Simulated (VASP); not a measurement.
**O: single point with PBE**

Crystal: O.

```
CELL_PARAMETERS angstrom
2.85140 -1.66242 0.00000
2.85140 1.66242 0.00000
-2.39449 0.00000 3.64705
ATOMIC_POSITIONS crystal
O 0.02545 0.02545 0.15557
O 0.97455 0.97455 0.84443
```

```yaml
Program: VASP 6.6.1
Task: single point
Functional: PBE
Potentials_or_basis: VASP PAW PBE potentials, release 64 (O)
Cutoff: 520 eV
k_mesh: 10 × 10 × 8
Occupations: fermi-dirac, width 0.05 eV
Spin: collinear spin, ferromagnetic start
Starting_moments: "[1.0, 1.0] μB"
Dipole_correction: no
Further_INCAR_settings: ALGO = Normal; EDIFF = 1e-06; NBANDS = 17
```

```
Pressure                                              : 2.5 GPa
Largest force                                         : 0.747 eV/Å
Band gap on the k mesh                                : 1.29 eV, indirect (least direct gap 1.50 eV)
Net moment                                            : 2.00 μB per cell
Site moments                                          : O +0.81 μB
Valence electrons inside the program's atomic spheres : O 4.91
```

Forces on the atoms (eV/Å):
```
O   -0.279  0.000  0.693
O    0.279  0.000 -0.693
```

Stress tensor (GPa, compression positive):
```
 1.74  0.00 -1.39
 0.00  1.19  0.00
-1.39  0.00  4.44
```

Levels at points of the mesh, in eV from the valence-band top:
Spin up:
| k point | band 5 | band 6 | band 7 | band 8 | band 9 | band 10 |
| --- | --- | --- | --- | --- | --- | --- |
| (0.00, 0.00, 0.00) | -6.39 | -0.43 | -0.17 | 7.11 | 10.71 | 14.75 |
| (0.50, 0.00, 0.00) | -6.54 | -0.59 | -0.22 | 10.07 | 11.05 | 11.65 |
| (0.50, 0.50, 0.00) | -6.74 | -0.34 | 0.00 | 9.98 | 11.10 | 11.99 |
| (0.00, 0.00, 0.50) | -6.49 | -0.22 | -0.04 | 7.13 | 8.69 | 12.33 |
| (0.50, 0.00, 0.50) | -6.66 | -0.85 | -0.21 | 8.63 | 11.10 | 12.79 |
| (0.50, 0.50, 0.50) | -6.63 | -0.62 | -0.28 | 8.38 | 11.11 | 12.14 |
Spin down:
```csv
k point,band 1,band 2,band 3,band 4,band 5,band 6,band 7,band 8,band 9,band 10
"(0.00, 0.00, 0.00)",-25.09,-12.07,-6.66,-4.46,-4.43,1.88,2.21,7.57,11.80,14.97
"(0.50, 0.00, 0.00)",-24.98,-12.11,-6.13,-5.71,-4.61,1.68,2.13,10.89,11.98,12.08
"(0.50, 0.50, 0.00)",-24.95,-12.31,-5.90,-5.61,-4.84,1.94,2.42,11.04,11.45,12.34
"(0.00, 0.00, 0.50)",-25.05,-12.57,-5.70,-4.57,-4.54,2.12,2.37,7.89,9.10,13.10
"(0.50, 0.00, 0.50)",-24.97,-12.29,-5.73,-5.47,-4.76,1.29,2.15,9.51,11.62,13.55
"(0.50, 0.50, 0.50)",-24.97,-12.21,-5.96,-5.48,-4.71,1.60,2.06,9.16,11.61,12.90
```

Wall time 92 s on 1 thread of Intel(R) Xeon(R) 6975P-C (Granite Rapids), with other jobs on the host, peak memory 0.29 GiB.

Caveat: the standard files for N, O and F lose accuracy on very short bonds. Expect the measured gap to be larger: semilocal functionals such as PBE lack the derivative discontinuity.
